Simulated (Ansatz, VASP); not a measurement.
# One calculation of MoS2, two programs

```
Mo S
1.0
     3.19261    0.00000    0.00000
    -1.59631    2.76488    0.00000
     0.00000    0.00000   12.29500
Mo S
2 4
Cartesian
  0.0000 1.8433 3.0737
  1.5963 0.9216 9.2212
  0.0000 1.8433 7.7151
  1.5963 0.9216 1.5676
  0.0000 1.8433 10.7274
  1.5963 0.9216 4.5799
```

Change from the starting cell: equal xx and yy strain of +1 %.

Alike in both runs: task single point; functional LDA; k mesh 10 × 10 × 3; occupations fermi-dirac, width 0.03 eV; no spin polarisation.

|  | VASP | Ansatz |
| --- | --- | --- |
| version | VASP 6.6.1 | Ansatz 0.2.0 |
| potentials or method | VASP PAW LDA potentials, release 64 (Mo_sv, S), cutoff 520 eV | all-electron LAPW, scalar-relativistic |

|  | VASP | Ansatz | Ansatz less VASP |
| --- | --- | --- | --- |
| pressure (GPa) | -1.8 | -1.9 | -0.04 |
| traceless stress, the component that is largest in VASP (GPa) | 5.38 | 5.42 | +0.035 |
| rms of the force components (eV/Å) | 0.253 | 0.248 | -0.0048 |

LDA's correlation is that of Perdew and Zunger in VASP and of Perdew and Wang (1992) in Ansatz. Atom by atom the forces differ by 0.005 eV/Å (rms over components). Ansatz ran all-electron here, and VASP with PAW potentials.
